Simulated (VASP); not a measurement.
# OsO (P6/mmm) in VASP: single point with PBE

Aim: the single point of OsO with PBE.

All numbers are computed with VASP 6.6.1; they aren't measurements. Logs are shortened: lines on timing, memory, paths and dates and some standing lists are left out, and cuts for length are marked.

### Step 1. The cell of the first run

The structure is hexagonal, space group P6/mmm (No. 191). The conventional cell has a = 3.321 Å, b = 3.321 Å, c = 4.659 Å, α = 90.00°, β = 90.00°, γ = 120.00°. Os (site symmetry 6/mmm) has 2 O at 2.33 Å within 3.1 Å. Within 3.1 Å of O (site symmetry 6/mmm) lie 2 Os at 2.33 Å.

### Step 2. Single point, PBE, non-collinear spin, zero start, spin-orbit coupling

INCAR

```
PREC = Accurate ; ENCUT = 520
EDIFF = 1E-6 ; ISMEAR = 0
SIGMA = 0.05 ; LREAL = F
LASPH = T ; NELM = 150
ALGO = Normal ; ISIF = 2
LWAVE = F ; LCHARG = F
MAGMOM = 0 0 0 0 0 0 ; LORBIT = 11
LSORBIT = T ; GGA_COMPAT = F
LORBMOM = T ; LMAXMIX = 4
GGA = PE ; NBANDS = 26
```

KPOINTS

```
Automatic mesh
0
Gamma
  13 13 8
```

POSCAR

```
OsO
1.0
    3.3211167600      0.0000000000      0.0000000000
   -1.6605583800      2.8761714800      0.0000000000
    0.0000000000      0.0000000000      4.6590329000
Os O
1 1
Direct
    0.0000000000      0.0000000000      0.5000000000
    0.0000000000      0.0000000000      0.0000000000
```

Potentials or basis: VASP PAW PBE potentials, release 64 (Os, O).

Launch:

```
> cat potpaw_PBE.64/Os/POTCAR potpaw_PBE.64/O/POTCAR > POTCAR
> mpirun -np 1 vasp_ncl > vasp.out
```

OUTCAR:

```text
PREC = Accurate
   ENCUT = 520
   EDIFF = 1E-6
   ISMEAR = 0
   LREAL = F
   LASPH = T
   NELM = 150
   ISIF = 2
   LORBIT = 11
   LSORBIT = T
   GGA = PE

 ion  position               nearest neighbor table
   1  0.000  0.000  0.500-   2 2.33   2 2.33
   2  0.000  0.000  0.000-   1 2.33   1 2.33

  LATTYP: Found a hexagonal cell.
 ALAT       =     3.3211167600
 C/A-ratio  =     1.4028512807

  Lattice vectors:

 A1 = (   3.3211167600,   0.0000000000,   0.0000000000)
 A2 = (  -1.6605583800,   2.8761714800,   0.0000000000)
 A3 = (   0.0000000000,   0.0000000000,   4.6590329000)

Analysis of symmetry for initial positions (statically):
=====================================================================
 Subroutine PRICEL returns:
 Original cell was already a primitive cell.

 Routine SETGRP: Setting up the symmetry group for a
 hexagonal supercell.

 Subroutine GETGRP returns: Found 24 space group operations
 (whereof 24 operations were pure point group operations)
 out of a pool of 24 trial point group operations.

The static configuration has the point symmetry D_6h.

Analysis of symmetry for dynamics (positions and initial velocities):
=====================================================================
 Subroutine PRICEL returns:
 Original cell was already a primitive cell.

 Routine SETGRP: Setting up the symmetry group for a
 hexagonal supercell.

 Subroutine GETGRP returns: Found 24 space group operations
 (whereof 24 operations were pure point group operations)
 out of a pool of 24 trial point group operations.

The dynamic configuration has the point symmetry D_6h.

Analysis of structural, dynamic, and magnetic symmetry:
=====================================================================
 Subroutine PRICEL returns:
 Original cell was already a primitive cell.

 Routine SETGRP: Setting up the symmetry group for a
 hexagonal supercell.

 Subroutine GETGRP returns: Found 24 space group operations
 (whereof 24 operations were pure point group operations)
 out of a pool of 24 trial point group operations.

The overall configuration has the point symmetry D_6h.

 Subroutine INISYM returns: Found 24 space group operations
 (whereof 24 operations are pure point group operations),
 and found     1 'primitive' translations

----------------------------------------------------------------------------------------

                                     Primitive cell

  volume of cell :      44.5036

  direct lattice vectors                    reciprocal lattice vectors
     3.321116760  0.000000000  0.000000000     0.301103536  0.173842208  0.000000000
    -1.660558380  2.876171480  0.000000000     0.000000000  0.347684416  0.000000000
     0.000000000  0.000000000  4.659032900     0.000000000  0.000000000  0.214636819

  length of vectors
     3.321116760  3.321116757  4.659032900     0.347684415  0.347684416  0.214636819

  position of ions in fractional coordinates (direct lattice)
     0.000000000  0.000000000  0.500000000
     0.000000000  0.000000000  0.000000000

  ion indices of the primitive-cell ions
   primitive index   ion index
                 1           1
                 2           2

----------------------------------------------------------------------------------------

 KPOINTS: Automatic mesh

Automatic generation of k-mesh.
 Grid dimensions read from file:
 generate k-points for:   13   13    8

 Generating k-lattice:

  Cartesian coordinates                     Fractional coordinates (reciprocal lattice)
     0.023161810  0.013372478  0.000000000     0.076923077 -0.000000000  0.000000000
     0.000000000  0.026744955  0.000000000     0.000000000  0.076923077  0.000000000
     0.000000000  0.000000000  0.026829602     0.000000000  0.000000000  0.125000000

  Length of vectors
     0.026744955  0.026744955  0.026829602

  Shift w.r.t. Gamma in fractional coordinates (k-lattice)
     0.000000000  0.000000000  0.000000000

 Subroutine IBZKPT returns following result:
 ===========================================

 Found    105 irreducible k-points:

 Following reciprocal coordinates:
            Coordinates               Weight
  0.000000  0.000000  0.000000      1.000000
  0.076923 -0.000000  0.000000      6.000000
[... 42 lines left out ...]
   LREAL  =      F    real-space projection
   EDIFFG = 0.1E-04   stopping-criterion for IOM
   NSW    =      0    number of steps for IOM
   IBRION =     -1    ionic relax: 0-MD 1-quasi-New 2-CG
   NFREE  =      0    steps in history (QN), initial steepest desc. (CG)
   ISIF   =      2    stress and relaxation
   ISYM   =      2    0-nonsym 1-usesym 2-fastsym
   POTIM  = 0.5000    time-step for ionic-motion
   TEBEG  =    0.0;   TEEND  =   0.0 temperature during run
   PSTRESS=    0.0 pullay stress
   NELECT =      14.0000    total number of electrons
   NUPDOWN=      -1.0000    fix difference up-down
   EMIN   =  10.00;   EMAX   =-10.00  energy-range for DOS
   EFERMI =   0.00;   METHOD = LEGACY
   ISMEAR =     0;   SIGMA  =   0.05  broadening in eV -4-tet -1-fermi 0-gaus
   EFERMI_NEDOS =   21; number of points for ismear=-14 and -15
   IALGO  =     38    algorithm
   IMIX   =      4    mixing-type and parameters
     AMIX     =   0.40;   BMIX     =  1.00
     AMIX_MAG =   1.60;   BMIX_MAG =  1.00
  volume/ion in A,a.u.               =      22.25       150.16
  Fermi-wavevector in a.u.,A,eV,Ry     =   1.113404  2.104028 16.866701  1.239668
  Thomas-Fermi vector in A             =   2.249988
   LORBIT       =     11    0 simple, 1 ext, 2 COOP (PROOUT), +10 PAW based schemes
   GGA     = PE    functional components
   LHFCALC =     F    Hartree Fock is set to
   AEXX    =    0.0000 exact exchange contribution
   IVDW    =     0    specifies the selected vdW correction
   LEPSILON=     F    determine dielectric tensor
   LRPA    =     F    only Hartree local field effects (RPA)
 Gauss-broadening in eV      SIGMA  =   0.05
  energy-cutoff  :      520.00
  volume of cell :       44.50
 maximum number of plane-waves:      2482
 NGX is ok and might be reduce to    28
   NGX = 13   NGY = 13   NGZ = 17

 number of electron      14.0000003 magnetization      -0.0000000     -0.0000000     -0.0000000

 number of electron      14.0000003 magnetization      -0.0000000     -0.0000000      0.0000000

 number of electron      14.0000003 magnetization       0.0000000      0.0000000     -0.0000000

 number of electron      14.0000003 magnetization       0.0000000      0.0000000      0.0000000

 Free energy of the ion-electron system (eV)
  ---------------------------------------------------
  ext. energy  EPLUGINS =         0.00000000
  ---------------------------------------------------
  free energy    TOTEN  =       -12.55750692 eV

  energy without entropy =      -12.55310860  energy(sigma->0) =      -12.55530776

 E-fermi :   0.0508     XC(G=0):  -9.3229

 val. band max:        0.0506797440   @ k =   0.2308   0.0000   0.0000
 cond. band min:       0.0533494412   @ k =   0.3846   0.2308   0.3750
 fundamental gap:      0.0026696972
 Fermi energy:         0.0508419573

 k-point     1 :       0.0000    0.0000    0.0000
  band No.  band energies     occupation
      1     -16.6776      1.00000
      2     -16.6776      1.00000
      3      -4.0154      1.00000
      4      -4.0154      1.00000
      5      -2.9361      1.00000
      6      -2.9361      1.00000
[... 685 lines left out ...]
     25      13.4079      0.00000
     26      13.4079      0.00000

 [... further k-points ...]

------------------------ aborting loop because EDIFF is reached ----------------------------------------

  FORCE on cell =-STRESS in cart. coord.  units (eV):
  Direction    XX          YY          ZZ          XY          YZ          ZX
  --------------------------------------------------------------------------------------
  -------------------------------------------------------------------------------------
  Total       -5.6719074     -5.6719074    -20.5988685      0.0000000      0.0000000      0.0000000
  in kB     -204.1949598   -204.1949594   -741.5821191      0.0000000      0.0000000      0.0000000
  external PRESSURE =    -383.3240128 kB  Pullay stress =       0.0000000 kB

 VOLUME and BASIS-vectors are now :
 -----------------------------------------------------------------------------
  energy-cutoff  :      520.00
  volume of cell :       44.50
      direct lattice vectors                 reciprocal lattice vectors
     3.321116760  0.000000000  0.000000000     0.301103536  0.173842208  0.000000000
    -1.660558380  2.876171480  0.000000000     0.000000000  0.347684416  0.000000000
     0.000000000  0.000000000  4.659032900     0.000000000  0.000000000  0.214636819

 POSITION                                       TOTAL-FORCE (eV/Angst)
 -----------------------------------------------------------------------------------
      0.00000      0.00000      2.32952        -0.000000      0.000000      0.000000
      0.00000      0.00000      0.00000         0.000000      0.000000      0.000000
 -----------------------------------------------------------------------------------
    total drift:                               -0.000000     -0.000000      0.000000

  FREE ENERGIE OF THE ION-ELECTRON SYSTEM (eV)
  ---------------------------------------------------
  free  energy   TOTEN  =       -12.5575069192 eV

  energy  without entropy=      -12.5531085959  energy(sigma->0) =      -12.55530776

 orbital moment (x)

 # of ion     p       d       tot
 ----------------------------------------
  1         0.000   0.000   0.000
  2        -0.000   0.000  -0.000
 ----------------------------------------
            0.000   0.000   0.000

 orbital moment (y)

 # of ion     p       d       tot
 ----------------------------------------
  1        -0.000   0.000   0.000
  2        -0.000   0.000  -0.000
 ----------------------------------------
           -0.000   0.000   0.000

 orbital moment (z)

 # of ion     p       d       tot
 ----------------------------------------
  1         0.000   0.000   0.000
  2         0.000   0.000   0.000
 ----------------------------------------
            0.000   0.000   0.000

 Spin-Orbit-Coupling matrix elements

 Ion:    1  E_soc:     -1.0015195
 l=   1
     0.0000000    -0.0139984    -0.0162557
    -0.0139984     0.0000000    -0.0139984
    -0.0162557    -0.0139984     0.0000000
 l=   2
     0.0000000    -0.0357359     0.0000000    -0.0357359    -0.0907337
    -0.0357359     0.0000000    -0.0918295    -0.0391712    -0.0357359
     0.0000000    -0.0918295     0.0000000    -0.0918295     0.0000000
    -0.0357359    -0.0391712    -0.0918295     0.0000000    -0.0357359
    -0.0907337    -0.0357359     0.0000000    -0.0357359     0.0000000
 l=   3
     0.0000000     0.0000000     0.0000000     0.0000000     0.0000000     0.0000000     0.0000000
     0.0000000     0.0000000     0.0000000     0.0000000     0.0000000     0.0000000     0.0000000
     0.0000000     0.0000000     0.0000000     0.0000000     0.0000000     0.0000000     0.0000000
     0.0000000     0.0000000     0.0000000     0.0000000     0.0000000     0.0000000     0.0000000
     0.0000000     0.0000000     0.0000000     0.0000000     0.0000000     0.0000000     0.0000000
     0.0000000     0.0000000     0.0000000     0.0000000     0.0000000     0.0000000     0.0000000
     0.0000000     0.0000000     0.0000000     0.0000000     0.0000000     0.0000000     0.0000000

 Ion:    2  E_soc:     -0.0011327
 l=   1
     0.0000000    -0.0001617    -0.0002430
    -0.0001617     0.0000000    -0.0001617
    -0.0002430    -0.0001617     0.0000000
 l=   2
     0.0000000     0.0000000     0.0000000     0.0000000     0.0000000
     0.0000000     0.0000000     0.0000000     0.0000000     0.0000000
     0.0000000     0.0000000     0.0000000     0.0000000     0.0000000
     0.0000000     0.0000000     0.0000000     0.0000000     0.0000000
     0.0000000     0.0000000     0.0000000     0.0000000     0.0000000
 l=   3
     0.0000000     0.0000000     0.0000000     0.0000000     0.0000000     0.0000000     0.0000000
     0.0000000     0.0000000     0.0000000     0.0000000     0.0000000     0.0000000     0.0000000
     0.0000000     0.0000000     0.0000000     0.0000000     0.0000000     0.0000000     0.0000000
     0.0000000     0.0000000     0.0000000     0.0000000     0.0000000     0.0000000     0.0000000
     0.0000000     0.0000000     0.0000000     0.0000000     0.0000000     0.0000000     0.0000000
     0.0000000     0.0000000     0.0000000     0.0000000     0.0000000     0.0000000     0.0000000
     0.0000000     0.0000000     0.0000000     0.0000000     0.0000000     0.0000000     0.0000000

 total charge

# of ion       s       p       d       tot
------------------------------------------
    1        0.437   0.215   5.500   6.151
    2        1.582   3.123   0.000   4.705
--------------------------------------------------
tot          2.018   3.338   5.500  10.856

 magnetization (x)

# of ion       s       p       d       tot
------------------------------------------
    1        0.000   0.000  -0.000   0.000
    2        0.000   0.000   0.000   0.000
--------------------------------------------------
tot          0.000   0.000  -0.000   0.000

 magnetization (y)

# of ion       s       p       d       tot
------------------------------------------
    1       -0.000   0.000   0.000   0.000
    2       -0.000  -0.000   0.000  -0.000
--------------------------------------------------
tot         -0.000  -0.000   0.000  -0.000

 magnetization (z)

# of ion       s       p       d       tot
------------------------------------------
    1        0.000  -0.000   0.000   0.000
    2       -0.000  -0.000   0.000  -0.000
--------------------------------------------------
tot          0.000  -0.000   0.000   0.000
```

Run time: 9.8 min. Hardware: 1 thread of Intel Xeon 8259CL, shared host; peak memory 0.4 GiB.

What came out:

- Free energy: -12.5575 eV
- Pressure: -38.3 GPa
- Net moment: 0.00 μB per cell
- Valence electrons inside the program's atomic spheres: Os 6.15; O 4.71

Moments on the atoms (μB; x, y, z):
```
Os  0.00 0.00 0.00
O   0.00 0.00 0.00
```

Caveat: the stress differs along the axes, from -74 to -20 GPa.
